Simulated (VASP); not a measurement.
Crystal: Tl.

```xyz
1
Lattice="0.0000 2.4583 2.4583 2.4583 0.0000 2.4583 2.4583 2.4583 0.0000" Properties=species:S:1:pos:R:3 pbc="T T T"
Tl    0.0000    0.0000    0.0000
```

This isn't the form of Tl at room conditions, which is hcp.

| Quantity | Value |
| --- | --- |
| Program | VASP 6.6.1 |
| Task | relaxation of cell and atoms |
| Functional | PBEsol |
| Potentials or basis | VASP PAW PBE potentials, release 64 (Tl_d) |
| Cutoff | 500 eV |
| k mesh | 14 × 14 × 14 |
| Occupations | gaussian, width 0.1 eV |
| Spin | no spin polarisation |

At the start: pressure -1.5 GPa; volume 29.71 Å³/atom.

**Question.** Where does the relaxation end?

**Answer.** Over 3 steps the energy falls by 7.0 meV/atom and the volume is 28.34 Å³/atom (-4.6 %); space group Fm-3m (No. 225, to 0.1 Å) before and after.

Step by step:
```tsv
step	energy change (eV)	largest force (eV/Å)	pressure (GPa)	volume (Å³)
1	0.0000	0.0000	-1.55	29.71
2	-0.0069	0.0000	-0.21	28.49
3	-0.0070	0.0000	-0.01	28.34
```

Final structure:
```
CELL_PARAMETERS angstrom
0.00000 2.41975 2.41975
2.41975 0.00000 2.41975
2.41975 2.41975 0.00000
ATOMIC_POSITIONS crystal
Tl 0.00000 0.00000 0.00000
```

Caveat: the PAW data sets were made with another functional, which shifts forces and pressure a little.
